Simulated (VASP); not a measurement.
Wanted: the native input for a VASP 6.6.1 run.

```yaml
Task: relaxation of cell and atoms
Functional: PBE
Potentials_or_basis: VASP PAW PBE potentials, release 64 (Bi_d, H)
Cutoff: 600 eV
k_mesh: 3 × 3 × 4
Occupations: gaussian, width 0.1 eV
Spin: no spin polarisation
Dipole_correction: no
Further_INCAR_settings: ALGO = Fast; EDIFF = 1e-06; IBRION = 2; EDIFFG = -0.04; NSW = 90; ISIF = 3
```

The structure of Bi3H lies in POSCAR:

```
Bi3H
1.0
    6.5966103256      0.0000000000      0.0000000000
   -3.2983051628      5.7128321208      0.0000000000
    0.0000000000      0.0000000000      5.2947975925
Bi H
6 2
Direct
    0.8330000000      0.6660000000      0.2500000000
    0.1670000000      0.8330000000      0.7500000000
    0.3340000000      0.1670000000      0.2500000000
    0.1670000000      0.3340000000      0.7500000000
    0.8330000000      0.1670000000      0.2500000000
    0.6660000000      0.8330000000      0.7500000000
    0.3333333333      0.6666666667      0.2500000000
    0.6666666667      0.3333333333      0.7500000000
```

One way to write it, as run:

INCAR

```
  ALGO = Fast
  EDIFF = 1E-6
  EDIFFG = -0.04
  ENCUT = 600
  GGA = PE
  IBRION = 2
  ISIF = 3
  ISMEAR = 0
  LASPH = T
  LCHARG = F
  LREAL = F
  LWAVE = F
  NELM = 60
  NSW = 90
  PREC = Accurate
  SIGMA = 0.1
```

KPOINTS

```
k-points
0
Gamma
  3 3 4
```

Potentials or basis: VASP PAW PBE potentials, release 64 (Bi_d, H).

Run with:

```bash
$ cat potpaw_PBE.64/Bi_d/POTCAR potpaw_PBE.64/H/POTCAR > POTCAR
$ mpirun -np 1 vasp_std > vasp.out
```

Results of the run:

| Quantity | Value |
| --- | --- |
| Relaxed volume | 26.49 Å³/atom |
| Relaxed cell | a = 7.478 Å, b = 7.478 Å, c = 4.376 Å, α = 90.00°, β = 90.00°, γ = 120.00° |
| Space group after relaxing (to 0.1 Å) | P6_3/mmc (No. 194) |
| Energy gained by relaxing | 130.8 meV/atom |
| Ionic steps | 27 |
| Pressure after relaxing | 0.1 GPa |
| Largest force after relaxing | 0.035 eV/Å |
| Band gap on the k mesh | zero (bands 46 and 47 overlap by 2.28 eV) |

Caveat: the k points lie up to 0.36 Å⁻¹ apart in the final cell, too coarse for converged energies and pressures of a metal; a cell axis changed by over 15 % at a fixed basis, so the end point is rough; spin-orbit coupling is left out, which moves the levels of the heavy elements.

Run time: 70 min on 1 thread of Oxide Virtual Turin-like Processor, with other jobs on the host, peak memory 0.37 GiB.
